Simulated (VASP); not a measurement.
# Re in VASP: further runs

Runs on Re. Level: PBE. Tasks: single point.

Program: VASP 6.6.1. These are calculated values, not measurements. Logs are shortened: lines on timing, memory, paths and dates and some standing lists are left out, and cuts for length are marked.

### Step 1. The cell of the first run

The structure is trigonal, space group P-3m1 (No. 164). Conventional cell: a = 2.701 Å, b = 2.701 Å, c = 4.484 Å, α = 90.00°, β = 90.00°, γ = 120.00°. Within 3.5 Å of Re (site symmetry 3m) lie 12 Re at 2.65 to 2.81 Å.

### Step 2. Single point, PBE (atoms displaced along a vibrational mode, the cell strained)

File INCAR:

```
ALGO = Normal
EDIFF = 1E-6
ENCUT = 520
GGA = PE
ISIF = 2
ISMEAR = 0
LASPH = True
LCHARG = False
LREAL = False
LWAVE = False
NBANDS = 14
NELM = 80
PREC = Accurate
SIGMA = 0.15
```

File KPOINTS:

```
k-points
0
Gamma
  18 18 10
```

File POSCAR:

```
Re
1.0
    2.7007363475      0.0000000000      0.0000000000
   -1.3503681738      2.3389062859      0.0000000000
    0.0000000000      0.0000000000      4.4842238099
Re
2
Direct
    0.3333333333      0.6666666667      0.2391620039
    0.6666666667      0.3333333333      0.7608379961
```

Potentials or basis: VASP PAW PBE potentials, release 64 (Re).

The run is started by

```bash
> cat potpaw_PBE.64/Re/POTCAR > POTCAR
> mpirun -np 1 vasp_std > vasp.out
```

OUTCAR:

```text
EDIFF = 1E-6
   ENCUT = 520
   GGA = PE
   ISIF = 2
   ISMEAR = 0
   LASPH = True
   LREAL = False
   NELM = 80
   PREC = Accurate

 ion  position               nearest neighbor table
   1  0.333  0.667  0.239-   2 2.65   2 2.65   2 2.65   2 2.81   2 2.81   2 2.81
   2  0.667  0.333  0.761-   1 2.65   1 2.65   1 2.65   1 2.81   1 2.81   1 2.81

  LATTYP: Found a hexagonal cell.
 ALAT       =     2.7007363475
 C/A-ratio  =     1.6603708148

  Lattice vectors:

 A1 = (   2.7007363475,   0.0000000000,   0.0000000000)
 A2 = (  -1.3503681738,   2.3389062859,   0.0000000000)
 A3 = (   0.0000000000,   0.0000000000,   4.4842238099)

Analysis of symmetry for initial positions (statically):
=====================================================================
 Subroutine PRICEL returns:
 Original cell was already a primitive cell.

 Routine SETGRP: Setting up the symmetry group for a
 hexagonal supercell.

 Subroutine GETGRP returns: Found 12 space group operations
 (whereof 12 operations were pure point group operations)
 out of a pool of 24 trial point group operations.

The static configuration has the point symmetry D_3d.

Analysis of symmetry for dynamics (positions and initial velocities):
=====================================================================
 Subroutine PRICEL returns:
 Original cell was already a primitive cell.

 Routine SETGRP: Setting up the symmetry group for a
 hexagonal supercell.

 Subroutine GETGRP returns: Found 12 space group operations
 (whereof 12 operations were pure point group operations)
 out of a pool of 24 trial point group operations.

The dynamic configuration has the point symmetry D_3d.

 Subroutine INISYM returns: Found 12 space group operations
 (whereof 12 operations are pure point group operations),
 and found     1 'primitive' translations

----------------------------------------------------------------------------------------

                                     Primitive cell

  volume of cell :      28.3258

  direct lattice vectors                    reciprocal lattice vectors
     2.700736347  0.000000000  0.000000000     0.370269390  0.213775132  0.000000000
    -1.350368174  2.338906286  0.000000000     0.000000000  0.427550264  0.000000000
     0.000000000  0.000000000  4.484223810     0.000000000  0.000000000  0.223004034

  length of vectors
     2.700736347  2.700736348  4.484223810     0.427550264  0.427550264  0.223004034

[... 90 lines left out ...]
   PSTRESS=    0.0 pullay stress
   NELECT =      14.0000    total number of electrons
   NUPDOWN=      -1.0000    fix difference up-down
   EMIN   =  10.00;   EMAX   =-10.00  energy-range for DOS
   EFERMI =   0.00;   METHOD = LEGACY
   ISMEAR =     0;   SIGMA  =   0.15  broadening in eV -4-tet -1-fermi 0-gaus
   EFERMI_NEDOS =   21; number of points for ismear=-14 and -15
   IALGO  =     38    algorithm
   IMIX   =      4    mixing-type and parameters
     AMIX     =   0.40;   BMIX     =  1.00
     AMIX_MAG =   1.60;   BMIX_MAG =  1.00
  volume/ion in A,a.u.               =      14.16        95.58
  Fermi-wavevector in a.u.,A,eV,Ry     =   1.294365  2.445995 22.794937  1.675381
  Thomas-Fermi vector in A             =   2.425952
   LORBIT       =      0    0 simple, 1 ext, 2 COOP (PROOUT), +10 PAW based schemes
   GGA     = PE    functional components
   LHFCALC =     F    Hartree Fock is set to
   AEXX    =    0.0000 exact exchange contribution
   IVDW    =     0    specifies the selected vdW correction
   LEPSILON=     F    determine dielectric tensor
   LRPA    =     F    only Hartree local field effects (RPA)
 non-spin polarized calculation
 Gauss-broadening in eV      SIGMA  =   0.15
  energy-cutoff  :      520.00
  volume of cell :       28.33
 maximum number of plane-waves:       777
   NGX =  9   NGY =  9   NGZ = 17

 number of electron      14.0000000 magnetization

 Free energy of the ion-electron system (eV)
  ---------------------------------------------------
  ext. energy  EPLUGINS =         0.00000000
  ---------------------------------------------------
  free energy    TOTEN  =       -24.70715785 eV

  energy without entropy =      -24.69267829  energy(sigma->0) =      -24.69991807

 E-fermi :   8.3695     XC(G=0): -13.9343

 val. band max:        8.3625918313   @ k =   0.4444   0.1111   0.4000
 cond. band min:       8.3751480543   @ k =   0.1667   0.1111   0.5000
 fundamental gap:      0.0125562230
 Fermi energy:         8.3694807295

 k-point     1 :       0.0000    0.0000    0.0000
  band No.  band energies     occupation
      1      -1.7586      2.00000
      2       1.3943      2.00000
      3       6.3353      2.00000
      4       6.6980      2.00000
      5       6.6980      2.00000
      6       7.4653      2.00000
      7       7.4653      2.00000
      8       8.8483      0.00001
      9       8.8891      0.00000
     10       8.8891      0.00000
     11      11.9808      0.00000
     12      11.9808      0.00000
     13      18.3473      0.00000
     14      22.6964      0.00000
[... 377 lines left out ...]
      1       2.4892      2.00000
      2       2.6778      2.00000
      3       2.9545      2.00000
      4       6.0979      2.00000
      5       6.3140      2.00000
      6       6.7975      2.00000
      7       7.5829      2.00000
      8      11.7210      0.00000
      9      12.4155      0.00000
     10      12.5774      0.00000
     11      14.5352      0.00000
     12      17.4606      0.00000
     13      18.8659      0.00000
     14      20.1702      0.00000

 [... further k-points ...]

------------------------ aborting loop because EDIFF is reached ----------------------------------------

  FORCE on cell =-STRESS in cart. coord.  units (eV):
  Direction    XX          YY          ZZ          XY          YZ          ZX
  --------------------------------------------------------------------------------------
  -------------------------------------------------------------------------------------
  Total        5.1022459      5.1022459      2.5710232     -0.0000000      0.0000000      0.0000000
  in kB      288.5955801    288.5955801    145.4233976     -0.0000000      0.0000000      0.0000000
  external PRESSURE =     240.8715193 kB  Pullay stress =       0.0000000 kB

 VOLUME and BASIS-vectors are now :
 -----------------------------------------------------------------------------
  energy-cutoff  :      520.00
  volume of cell :       28.33
      direct lattice vectors                 reciprocal lattice vectors
     2.700736347  0.000000000  0.000000000     0.370269390  0.213775132  0.000000000
    -1.350368174  2.338906286  0.000000000     0.000000000  0.427550264  0.000000000
     0.000000000  0.000000000  4.484223810     0.000000000  0.000000000  0.223004034

 POSITION                                       TOTAL-FORCE (eV/Angst)
 -----------------------------------------------------------------------------------
     -0.00000      1.55927      1.07246         0.000000      0.000000      0.644979
      1.35037      0.77964      3.41177         0.000000     -0.000000     -0.644979
 -----------------------------------------------------------------------------------
    total drift:                                0.000000     -0.000000      0.000000

  FREE ENERGIE OF THE ION-ELECTRON SYSTEM (eV)
  ---------------------------------------------------
  free  energy   TOTEN  =       -24.7071578528 eV

  energy  without entropy=      -24.6926782891  energy(sigma->0) =      -24.69991807
```

Run time: 54 s. Hardware: 1 thread of Intel Xeon 6975P-C (Granite Rapids), shared host; peak memory 0.23 GiB.

What came out:

| Item | Value |
| --- | --- |
| Free energy | -24.7072 eV |
| Pressure | 24.1 GPa |
| Largest force | 0.645 eV/Å |
| Band gap on the k mesh | zero (bands 7 and 8 overlap by 3.29 eV) |

Forces in eV/Å, atoms in the order of the input:
```
Re   0.000  0.000  0.645
Re   0.000  0.000 -0.645
```

Levels at points of the mesh, in eV from the Fermi level:
```
           k point  band 3  band 4  band 5  band 6  band 7  band 8  band 9  band 10  band 11  band 12
(0.00, 0.00, 0.00)   -2.03   -1.67   -1.67   -0.90   -0.90    0.48    0.52     0.52     3.61     3.61
(0.50, 0.00, 0.00)   -5.58   -1.85   -1.63   -1.61   -0.79    4.45    4.46     4.99     6.45     7.48
(0.00, 0.00, 0.50)   -3.13   -2.15   -1.78   -1.78   -1.69   -1.69    2.46     2.46     2.98     2.98
(0.50, 0.00, 0.50)   -4.73   -4.14    0.05    1.01    1.03    1.07    4.61     4.66     4.82     5.37
```

Caveat: the cell differs from its parent crystal (atoms displaced along a vibrational mode, the cell strained); the stress differs along the axes, from 15 to 29 GPa; spin-orbit coupling is left out, which moves the levels of the heavy elements.

### Step 3. Single point, PBE (atoms displaced along a vibrational mode, the cell strained)

File INCAR:

```
SYSTEM = Re
PREC = Accurate
ENCUT = 520
EDIFF = 1E-6
ISMEAR = 0
SIGMA = 0.15
LREAL = .FALSE.
LASPH = .TRUE.
NELM = 80
ALGO = Normal
ISIF = 2
LWAVE = .FALSE.
LCHARG = .FALSE.
GGA = PE
NBANDS = 14
```

File KPOINTS:

```
Automatic mesh
0
G
  18 18 10
  0 0 0
```

File POSCAR:

```
Re
1.0
    2.7379189912      0.0000000000      0.0000000000
   -1.3689594956      2.3711073999      0.0000000000
    0.0000000000      0.0000000000      4.4842238099
Re
2
Direct
    0.3333333333      0.6666666667      0.2391620039
    0.6666666667      0.3333333333      0.7608379961
```

Potentials or basis: VASP PAW PBE potentials, release 64 (Re).

The run is started by

```bash
> cat potpaw_PBE.64/Re/POTCAR > POTCAR
> mpirun -np 1 vasp_std > vasp.out
```

It took 51 s on 1 thread of Intel Xeon 6975P-C (Granite Rapids), shared host; peak memory 0.23 GiB.

The run converged. Its results:

```yaml
Free_energy: -24.8107 eV
Pressure: 11.6 GPa
Largest_force: 0.514 eV/Å
Band_gap_on_the_k_mesh: zero (bands 7 and 8 overlap by 3.18 eV)
```

Forces in eV/Å, atoms in the order of the input:
```
Re   0.000  0.000  0.514
Re   0.000  0.000 -0.514
```

Stress tensor (GPa, compression positive):
```
13.59  0.00  0.00
 0.00 13.59  0.00
 0.00  0.00  7.63
```

Levels at points of the mesh, in eV from the Fermi level:
| k point | band 3 | band 4 | band 5 | band 6 | band 7 | band 8 | band 9 | band 10 | band 11 | band 12 |
| --- | --- | --- | --- | --- | --- | --- | --- | --- | --- | --- |
| (0.00, 0.00, 0.00) | -1.76 | -1.60 | -1.60 | -0.84 | -0.84 | 0.42 | 0.42 | 0.60 | 3.49 | 3.49 |
| (0.50, 0.00, 0.00) | -5.32 | -1.86 | -1.64 | -1.45 | -0.65 | 4.17 | 4.37 | 4.74 | 6.21 | 7.23 |
| (0.00, 0.00, 0.50) | -2.94 | -1.96 | -1.73 | -1.73 | -1.65 | -1.65 | 2.39 | 2.39 | 2.88 | 2.88 |
| (0.50, 0.00, 0.50) | -4.47 | -3.90 | 0.02 | 0.95 | 0.98 | 1.02 | 4.39 | 4.49 | 4.55 | 5.20 |

Caveat: the cell differs from its parent crystal (atoms displaced along a vibrational mode, the cell strained); the stress differs along the axes, from 8 to 14 GPa; spin-orbit coupling is left out, which moves the levels of the heavy elements.

### Step 4. Single point, PBE

This run uses another cell than the first one, of 13.78 Å³/atom.

File INCAR:

```
ALGO = Normal
EDIFF = 1E-7
ENCUT = 520
GGA = PE
ISIF = 2
ISMEAR = 0
LASPH = True
LCHARG = False
LREAL = False
LWAVE = False
NBANDS = 14
NELM = 60
PREC = Accurate
SIGMA = 0.15
```

File KPOINTS:

```
k-points
0
Gamma
  18 18 10
```

File POSCAR:

```
Re
1.0
    2.6638311863      0.0000000000      0.0000000000
   -1.3319155931      2.3069454787      0.0000000000
    0.0000000000      0.0000000000      4.4842238099
Re
2
Direct
    0.3333333333      0.6666666667      0.2500000000
    0.6666666667      0.3333333333      0.7500000000
```

Potentials or basis: VASP PAW PBE potentials, release 64 (Re).

The run is started by

```bash
> cat potpaw_PBE.64/Re/POTCAR > POTCAR
> mpirun -np 1 vasp_std > vasp.out
```

OUTCAR:

```text
EDIFF = 1E-7
   ENCUT = 520
   GGA = PE
   ISIF = 2
   ISMEAR = 0
   LASPH = True
   LREAL = False
   NELM = 60
   PREC = Accurate

 ion  position               nearest neighbor table
   1  0.333  0.667  0.250-   2 2.72   2 2.72   2 2.72   2 2.72   2 2.72   2 2.72
   2  0.667  0.333  0.750-   1 2.72   1 2.72   1 2.72   1 2.72   1 2.72   1 2.72

  LATTYP: Found a hexagonal cell.
 ALAT       =     2.6638311863
 C/A-ratio  =     1.6833738688

  Lattice vectors:

 A1 = (   2.6638311863,   0.0000000000,   0.0000000000)
 A2 = (  -1.3319155931,   2.3069454787,   0.0000000000)
 A3 = (   0.0000000000,   0.0000000000,   4.4842238099)

Analysis of symmetry for initial positions (statically):
=====================================================================
 Subroutine PRICEL returns:
 Original cell was already a primitive cell.

 Routine SETGRP: Setting up the symmetry group for a
 hexagonal supercell.

 Subroutine GETGRP returns: Found 24 space group operations
 (whereof 12 operations were pure point group operations)
 out of a pool of 24 trial point group operations.

[... 178 lines left out ...]
      5       7.0394      2.00000
      6       7.8408      2.00000
      7       7.8408      2.00000
      8       9.0170      0.03087
      9       9.3357      0.00000
     10       9.3357      0.00000
     11      12.4379      0.00000
     12      12.4379      0.00000
     13      19.1569      0.00000
     14      23.1955      0.00000
[... 377 lines left out ...]
      1       2.7014      2.00000
      2       2.8955      2.00000
      3       3.0533      2.00000
      4       6.5207      2.00000
      5       6.5833      2.00000
      6       7.0322      2.00000
      7       7.8184      2.00000
      8      12.1733      0.00000
      9      12.8732      0.00000
     10      13.0691      0.00000
     11      15.2445      0.00000
     12      18.2509      0.00000
     13      19.6389      0.00000
     14      20.9973      0.00000

 [... further k-points ...]

------------------------ aborting loop because EDIFF is reached ----------------------------------------

  FORCE on cell =-STRESS in cart. coord.  units (eV):
  Direction    XX          YY          ZZ          XY          YZ          ZX
  --------------------------------------------------------------------------------------
  -------------------------------------------------------------------------------------
  Total        7.7460554      7.7460554      3.3783547      0.0000000      0.0000000     -0.0000000
  in kB      450.3600616    450.3600616    196.4194602      0.0000000      0.0000000     -0.0000000
  external PRESSURE =     365.7131945 kB  Pullay stress =       0.0000000 kB

 VOLUME and BASIS-vectors are now :
 -----------------------------------------------------------------------------
  energy-cutoff  :      520.00
  volume of cell :       27.56
      direct lattice vectors                 reciprocal lattice vectors
     2.663831186  0.000000000  0.000000000     0.375399164  0.216736808  0.000000000
    -1.331915593  2.306945479  0.000000000     0.000000000  0.433473617  0.000000000
     0.000000000  0.000000000  4.484223810     0.000000000  0.000000000  0.223004034

 POSITION                                       TOTAL-FORCE (eV/Angst)
 -----------------------------------------------------------------------------------
     -0.00000      1.53796      1.12106        -0.000000      0.000000      0.000000
      1.33192      0.76898      3.36317         0.000000     -0.000000      0.000000
 -----------------------------------------------------------------------------------
    total drift:                               -0.000000      0.000000     -0.000000

  FREE ENERGIE OF THE ION-ELECTRON SYSTEM (eV)
  ---------------------------------------------------
  free  energy   TOTEN  =       -24.5601616201 eV

  energy  without entropy=      -24.5439731526  energy(sigma->0) =      -24.55206739
```

OSZICAR:

```text
N       E                     dE             d eps       ncg     rms          rms(c)
DAV:   1     0.210678538227E+02    0.21068E+02   -0.68810E+03 12400   0.128E+03
DAV:   2    -0.248401757198E+02   -0.45908E+02   -0.40703E+02 10206   0.293E+02
DAV:   3    -0.258343336574E+02   -0.99416E+00   -0.97358E+00  9482   0.425E+01
DAV:   4    -0.258438871572E+02   -0.95535E-02   -0.95477E-02  9672   0.289E+00
DAV:   5    -0.258440772721E+02   -0.19011E-03   -0.19010E-03  9498   0.711E-01    0.485E+01
DAV:   6    -0.249283754694E+02    0.91570E+00   -0.57358E-01 10756   0.210E+01    0.219E+01
DAV:   7    -0.245712294115E+02    0.35715E+00   -0.49607E-01 10816   0.190E+01    0.432E-01
DAV:   8    -0.245608725392E+02    0.10357E-01   -0.70283E-03  9360   0.673E-01    0.129E-01
DAV:   9    -0.245601454433E+02    0.72710E-03   -0.40717E-04 11278   0.203E-01    0.409E-02
DAV:  10    -0.245601600542E+02   -0.14611E-04   -0.46848E-05  9950   0.560E-02    0.130E-02
DAV:  11    -0.245601620245E+02   -0.19703E-05   -0.75758E-07  8778   0.187E-02    0.269E-03
DAV:  12    -0.245601616271E+02    0.39739E-06   -0.25485E-07  6810   0.896E-03    0.133E-03
DAV:  13    -0.245601616201E+02    0.70563E-08   -0.29489E-08  5034   0.387E-03
   1 F= -.24560162E+02 E0= -.24552067E+02  d E =-.161885E-01
```

It took 34 s on 1 thread of Intel Xeon 6975P-C (Granite Rapids), shared host; peak memory 0.2 GiB.

What came out:

| Property | Result |
| --- | --- |
| Free energy | -24.5602 eV |
| Pressure | 36.6 GPa |
| Band gap on the k mesh | zero (bands 7 and 8 overlap by 3.43 eV) |

Stress tensor (GPa, compression positive):
```
45.04  0.00  0.00
 0.00 45.04  0.00
 0.00  0.00 19.64
```

Caveat: the stress differs along the axes, from 20 to 45 GPa; spin-orbit coupling is left out, which moves the levels of the heavy elements.

### Step 5. The runs side by side

| cell | gap on the mesh (eV) | pressure (GPa) | largest force (eV/Å) |
| --- | --- | --- | --- |
| a = 2.701, b = 2.701, c = 4.484 Å, angles 90.0, 90.0, 120.0°, 2 atoms, atomic positions A | none | 24.1 | 0.64 |
| a = 2.738, b = 2.738, c = 4.484 Å, angles 90.0, 90.0, 120.0°, 2 atoms, atomic positions A | none | 11.6 | 0.51 |
| a = 2.664, b = 2.664, c = 4.484 Å, angles 90.0, 90.0, 120.0°, 2 atoms, atomic positions B | none | 36.6 | - |

Alike in all rows: task single point; level PBE; potentials or basis VASP PAW PBE potentials, release 64 (Re); no spin polarisation; k mesh 18 × 18 × 10; cutoff (eV) 520; smearing gaussian 0.15 eV.

Caveats: spin-orbit coupling is left out, which moves the levels of the heavy elements; the stress differs along the axes, from 15 to 29 GPa (at least some runs); the stress differs along the axes, from 8 to 14 GPa (at least some runs); the stress differs along the axes, from 20 to 45 GPa (at least some runs).

Absolute energies hang on the potentials; compare differences alone.
